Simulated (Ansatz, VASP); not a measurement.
One calculation of La2O3, two programs

INCAR

```
SYSTEM = La2O3
PREC     = Accurate       ! precision mode
ENCUT    = 600            ! plane-wave cutoff, eV
EDIFF    = 1E-6           ! SCF threshold, eV
ISMEAR   = -1             ! smearing method
SIGMA    = 0.05           ! smearing width, eV
LREAL    = .FALSE.        ! projectors in reciprocal space
LASPH    = .TRUE.         ! aspherical terms in the spheres
NELM     = 80             ! most SCF steps
ALGO     = Normal         ! electronic algorithm
ISIF     = 3              ! what is computed and relaxed
LWAVE    = .FALSE.        ! write WAVECAR
LCHARG   = .FALSE.        ! write CHGCAR
GGA      = PE             ! functional
IBRION   = 2              ! ionic algorithm
NSW      = 80             ! ionic steps
EDIFFG   = -0.01          ! ionic threshold
```

The input KPOINTS:

```
regular mesh
0
G
  6 6 4
  0 0 0
```

The input POSCAR:

```
La2O3
1.0
    3.9307778780      0.0000000000      0.0000000000
   -1.9653889390      3.4041534990      0.0000000000
    0.0000000000      0.0000000000      6.1119535200
La O
2 3
Direct
    0.3333333333      0.6666666667      0.2462356800
    0.6666666667      0.3333333333      0.7537643200
    0.0000000000      0.0000000000      0.0000000000
    0.3333333333      0.6666666667      0.6458906500
    0.6666666667      0.3333333333      0.3541093500
```

File input.yaml:

```yaml
crystal:
  lattice:
    - [3.930777878, 0.0, 0.0]
    - [-1.965388939, 3.404153499, 0.0]
    - [0.0, 0.0, 6.11195352]
  atoms:
    - { symbol: La, position: [0.3333333333, 0.6666666667, 0.24623568] }
    - { symbol: La, position: [0.6666666667, 0.3333333333, 0.75376432] }
    - { symbol: O, position: [0.0, 0.0, 0.0] }
    - { symbol: O, position: [0.3333333333, 0.6666666667, 0.64589065] }
    - { symbol: O, position: [0.6666666667, 0.3333333333, 0.35410935] }
kpoints:
  mp_grid: { grid: [6, 6, 4] }
scf:
  occupations: { method: fermi_dirac, width: 0.05 }
hamiltonian:
  xc: pbe
  pseudopotentials: { kind: all_electron, lapw: { basis_error: 0.002 } }
output:
  forces: true
  stress: true
relax:
  f_tol: 0.01
  max_steps: 60
  cell: {}
```

Alike in both runs: task relaxation of cell and atoms; functional PBE; k mesh 6 × 6 × 4; occupations fermi-dirac, width 0.05 eV; no spin polarisation.

|  | VASP | Ansatz |
| --- | --- | --- |
| version | VASP 6.6.1 | Ansatz 0.2.0 |
| potentials or method | VASP PAW PBE potentials, release 64 (La, O), cutoff 600 eV | all-electron LAPW, scalar-relativistic |

|  | VASP | Ansatz | Ansatz less VASP |
| --- | --- | --- | --- |
| relaxed volume (Å³/atom) | 16.59 | 16.64 | +0.058 |
| relaxed length of the cell vector where the two differ most in proportion (Å) | 6.179 | 6.189 | +0.0097 |

Ansatz ran all-electron here, and VASP with PAW potentials.

Neither program's run includes spin-orbit coupling. Noted on Ansatz's run: the k mesh is thin for a metal, which can move the energy by tens of meV per atom.
